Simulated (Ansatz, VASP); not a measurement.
**BaTe in VASP and in Ansatz**

The input INCAR:

```
SYSTEM = BaTe
ALGO = Normal
EDIFF = 1E-6
ENCUT = 520
GGA = PS
ISIF = 2
ISMEAR = 0
LASPH = .True.
LCHARG = .False.
LREAL = .False.
LWAVE = .False.
NBANDS = 15
NELM = 60
PREC = Accurate
SIGMA = 0.05
```

The input KPOINTS:

```
k-points
0
Gamma
  8 8 8
  0 0 0
```

POSCAR

```
BaTe
1.0
    0.0000000000      3.4100000000      3.4100000000
    3.4100000000      0.0000000000      3.4100000000
    3.4100000000      3.4100000000      0.0000000000
Ba Te
1 1
Direct
    0.0000000000      0.0000000000      0.0000000000
    0.5000000000      0.5000000000      0.5000000000
```

Input for Ansatz:

```yaml
crystal:
  lattice:
    - [0.0, 3.41, 3.41]
    - [3.41, 0.0, 3.41]
    - [3.41, 3.41, 0.0]
  atoms:
    - { symbol: Ba, position: [0.0, 0.0, 0.0] }
    - { symbol: Te, position: [0.5, 0.5, 0.5] }
basis:
  ecutwfc: 420
  fft_grid_basis: typed
kpoints:
  mp_grid: { grid: [8, 8, 8] }
hamiltonian:
  xc: pbesol
  pseudopotentials: { kind: paw }
scf:
  occupations: { method: gaussian, width: 0.05 }
output:
  forces: true
  stress: true
  eigenvalues: true
  bader: true
  write_density: true
  volumetric_format: npy
  elf: true
```

Alike in both runs: task single point; functional PBEsol; k mesh 8 × 8 × 8; occupations gaussian, width 0.05 eV; no spin polarisation.

```csv
,VASP,Ansatz
version,VASP 6.6.1,Ansatz 0.2.0
potentials or method,"VASP PAW PBE potentials, release 64 (Ba_sv, Te), cutoff 520 eV","scalar-relativistic, plane waves, PAW"
valence electrons in the cell,16,26
```

VASP gave:

- gap on the k mesh at the Fermi level (eV): 1.24
- pressure (GPa): 2.4

Task: Which values does Ansatz return?

Result: gap on the k mesh at the Fermi level (eV): 1.34; pressure (GPa): 1.9.

VASP's potentials were made for PBE, not for PBEsol. VASP's potentials hold 16 valence electrons a cell and Ansatz's 26, so a difference there can come from the potentials and not from the codes.

Neither program's run includes spin-orbit coupling.
